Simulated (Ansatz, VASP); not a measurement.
# SrTiO3 in VASP and in Ansatz

The input POSCAR:

```
SrTiO3
1.0
    3.9177112476      0.0000000000      0.0000000000
    0.0000000000      3.9177112476      0.0000000000
    0.3525940123      0.0000000000      3.9177112476
Sr Ti O
1 1 3
Direct
    0.0000000000      0.0000000000      0.0000000000
    0.5000000000      0.5000000000      0.5000000000
    0.5000000000      0.0000000000      0.5000000000
    0.5000000000      0.5000000000      0.0000000000
    0.0000000000      0.5000000000      0.5000000000
```

INCAR.step1

```
  PREC = Accurate
  ENCUT = 520
  ISMEAR = 0
  SIGMA = 0.02
  LREAL = False
  LASPH = True
  NELM = 150
  LMAXMIX = 4
  LDAU = True
  LDAUTYPE = 2
  LDAUL = -1 2 -1
  LDAUU = 0 4 0
  LDAUJ = 0 0 0
  NBANDS = 28
  GGA = PE
  ALGO = Normal
  EDIFF = 1E-4
  LWAVE = True
  LCHARG = False
```

INCAR.step2

```
  PREC = Accurate
  ENCUT = 520
  EDIFF = 1E-6
  ISMEAR = 0
  SIGMA = 0.02
  LREAL = False
  LASPH = True
  NELM = 150
  ALGO = Normal
  ISIF = 2
  LWAVE = False
  LCHARG = False
  LMAXMIX = 4
  LDAU = True
  LDAUTYPE = 2
  LDAUL = -1 2 -1
  LDAUU = 0 4 0
  LDAUJ = 0 0 0
  LDAUPRINT = 1
  METAGGA = R2SCAN
  LMIXTAU = True
  NBANDS = 28
  ISTART = 1
```

File KPOINTS:

```
Automatic mesh
0
Gamma
  6 6 6
```

Input for Ansatz:

```yaml
crystal:
  lattice:
    - [3.9177112476, 0.0, 0.0]
    - [0.0, 3.9177112476, 0.0]
    - [0.3525940123, 0.0, 3.9177112476]
  atoms:
    - { symbol: Sr, position: [0.0, 0.0, 0.0] }
    - { symbol: Ti, position: [0.5, 0.5, 0.5] }
    - { symbol: O, position: [0.5, 0.0, 0.5] }
    - { symbol: O, position: [0.5, 0.5, 0.0] }
    - { symbol: O, position: [0.0, 0.5, 0.5] }
basis:
  ecutwfc: 500
kpoints:
  mp_grid: { grid: [6, 6, 6] }
hamiltonian:
  xc: r2scan
  hubbard: { sites: [{ species: Ti, l: d, u_eff: 4.0 }] }
scf:
  occupations: { method: gaussian, width: 0.02 }
output:
  forces: true
  stress: true
  eigenvalues: true
```

Change from the starting cell: shear of c along a, cell held, atoms relaxed: +9.0 %.

Alike in both runs: task single point; functional r2SCAN; k mesh 6 × 6 × 6; occupations gaussian, width 0.02 eV; no spin polarisation; Hubbard terms Ti d U = 4.0 eV.

|  | VASP | Ansatz |
| --- | --- | --- |
| version | VASP 6.6.1 | Ansatz 0.2.0 |
| potentials or method | VASP PAW PBE potentials, release 64 (Sr_sv, Ti_sv, O), cutoff 520 eV | scalar-relativistic, plane waves, PAW |
| valence electrons in the cell | 40 | 40 |

```tsv
	VASP	Ansatz	Ansatz less VASP
gap on the k mesh at the Fermi level (eV)	2.50	2.48	-0.023
least direct gap on the mesh (eV)	2.73	2.69	-0.036
pressure (GPa)	3.5	0.3	-3.12
traceless stress, the component that is largest in VASP (GPa)	-11.08	-11.11	-0.028
```

VASP's potentials were made for PBE, not for r2SCAN. The programs project onto different local orbitals, so the same U acts differently, and such runs can settle in different states.
